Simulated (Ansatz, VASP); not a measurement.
# Sr2Tl3: VASP beside Ansatz

INCAR

```
  PREC = Accurate
  ENCUT = 600
  EDIFF = 1E-6
  ISMEAR = 0
  SIGMA = 0.1
  LREAL = F
  LASPH = T
  NELM = 80
  ALGO = Normal
  ISIF = 3
  LWAVE = F
  LCHARG = F
  GGA = PE
  IBRION = 2
  NSW = 90
  EDIFFG = -0.04
```

Contents of KPOINTS:

```
Automatic mesh
0
Gamma
  4 4 4
```

Contents of POSCAR:

```
Sr2Tl3
1.0
    4.9186128800      0.0000000000      0.0000000000
    0.0000000000      4.9186128800      0.0000000000
    0.0000000000      0.0000000000      4.9186128800
Sr Tl
2 3
Direct
    0.5000000000      0.5000000000      0.5000000000
    0.0000000000      0.0000000000      0.0000000000
    0.0000000000      0.5000000000      0.5000000000
    0.5000000000      0.0000000000      0.5000000000
    0.5000000000      0.5000000000      0.0000000000
```

Input for Ansatz:

```yaml
crystal:
  lattice:
    - [4.91861288, 0.0, 0.0]
    - [0.0, 4.91861288, 0.0]
    - [0.0, 0.0, 4.91861288]
  atoms:
    - { symbol: Sr, position: [0.5, 0.5, 0.5] }
    - { symbol: Sr, position: [0.0, 0.0, 0.0] }
    - { symbol: Tl, position: [0.0, 0.5, 0.5] }
    - { symbol: Tl, position: [0.5, 0.0, 0.5] }
    - { symbol: Tl, position: [0.5, 0.5, 0.0] }
basis:
  ecutwfc: 420
kpoints:
  mp_grid: { grid: [4, 4, 4] }
hamiltonian:
  xc: pbe
scf:
  occupations: { method: gaussian, width: 0.1 }
  lower_state_search: "off"
output:
  forces: true
  stress: true
  eigenvalues: true
relax:
  adjacent_minimum: "off"
  f_tol: 0.04
  max_steps: 70
  cell: { stress_tol: 0.4 }
```

Alike in both runs: task relaxation of cell and atoms; functional PBE; k mesh 4 × 4 × 4; occupations gaussian, width 0.1 eV; no spin polarisation.

|  | VASP | Ansatz |
| --- | --- | --- |
| version | VASP 6.6.1 | Ansatz 0.2.0 |
| potentials or method | VASP PAW PBE potentials, release 64 (Sr_sv, Tl_d), cutoff 600 eV | scalar-relativistic, plane waves, PAW |
| valence electrons in the cell | 59 | 59 |

Ansatz gave:

```
gap on the k mesh at the Fermi level, each at its own relaxed structure (eV)  : none
relaxed volume (Å³/atom)                                                      : 45.76
relaxed length of the cell vector where the two differ most in proportion (Å) : 6.116
```

**Question.** What did VASP give for the same quantities?

**Answer.** gap on the k mesh at the Fermi level, each at its own relaxed structure (eV): none; relaxed volume (Å³/atom): 47.00; relaxed length of the cell vector where the two differ most in proportion (Å): 6.171.

A gap of «none» marks a metal or a gap that the smearing closes.

Spin-orbit coupling is off throughout. Noted on VASP's run: the volume moved by over 15 % at a fixed basis, so the end points are rough.
